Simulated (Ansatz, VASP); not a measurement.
# Two plane-wave programs on PbO

```
CELL_PARAMETERS angstrom
4.05682 0.00000 0.00000
0.00000 4.05682 0.00000
0.00000 0.00000 5.59708
ATOMIC_POSITIONS crystal
Pb 0.50000 0.00000 0.21262
Pb 0.00000 0.50000 0.78738
O 0.00000 0.00000 0.00000
O 0.50000 0.50000 0.00000
```

Alike in both runs: task relaxation of cell and atoms; functional PBE; k mesh 8 × 8 × 6; occupations gaussian, width 0.05 eV; no spin polarisation.

|  | VASP | Ansatz |
| --- | --- | --- |
| version | VASP 6.6.1 | Ansatz 0.2.0 |
| potentials or method | VASP PAW PBE potentials, release 64 (Pb_d, O), cutoff 600 eV | scalar-relativistic, plane waves, PAW |
| valence electrons in the cell | 40 | 40 |

Ansatz gave:

- gap on the k mesh at the Fermi level, each at its own relaxed structure (eV): 1.80
- relaxed volume (Å³/atom): 23.03
- relaxed length of the cell vector where the two differ most in proportion (Å): 5.597

What did VASP give for the same quantities?

gap on the k mesh at the Fermi level, each at its own relaxed structure (eV): 1.76; relaxed volume (Å³/atom): 22.80; relaxed length of the cell vector where the two differ most in proportion (Å): 5.537.

Spin-orbit coupling is off throughout.
